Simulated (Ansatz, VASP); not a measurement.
## Two plane-wave programs on Si2O

```
CELL_PARAMETERS angstrom
7.94047 0.00000 0.00000
0.00000 2.40246 2.48785
0.00000 -2.40246 2.48785
ATOMIC_POSITIONS crystal
Si 0.04155 0.34460 0.84460
Si 0.45845 0.34460 0.84460
Si 0.54155 0.84460 0.34460
Si 0.95845 0.84460 0.34460
O 0.75000 0.84469 0.34469
O 0.25000 0.34469 0.84469
```

Alike in both runs: functional PBE; k mesh 2 × 6 × 6; occupations gaussian, width 0.1 eV; no spin polarisation.

Ansatz relaxed the structure, and its values are those at the end. VASP's run is a single point on that final structure, the one shown.

|  | VASP | Ansatz |
| --- | --- | --- |
| version | VASP 6.6.1 | Ansatz 0.2.0 |
| potentials or method | VASP PAW PBE potentials, release 64 (Si, O), cutoff 520 eV | scalar-relativistic, plane waves, PAW |
| valence electrons in the cell | 28 | 28 |

```tsv
	VASP	Ansatz	Ansatz less VASP
gap on the k mesh at the Fermi level (eV)	none	none	-
pressure (GPa)	0.0	0.1	+0.03
rms of the force components (eV/Å)	0.011	0.001	-0.0100
```

A gap of «none» marks a metal or a gap that the smearing closes. The functional is the same, so the differences come from potentials, cutoffs and numerics.

The k mesh is coarse, so the values compare programs but aren't converged.
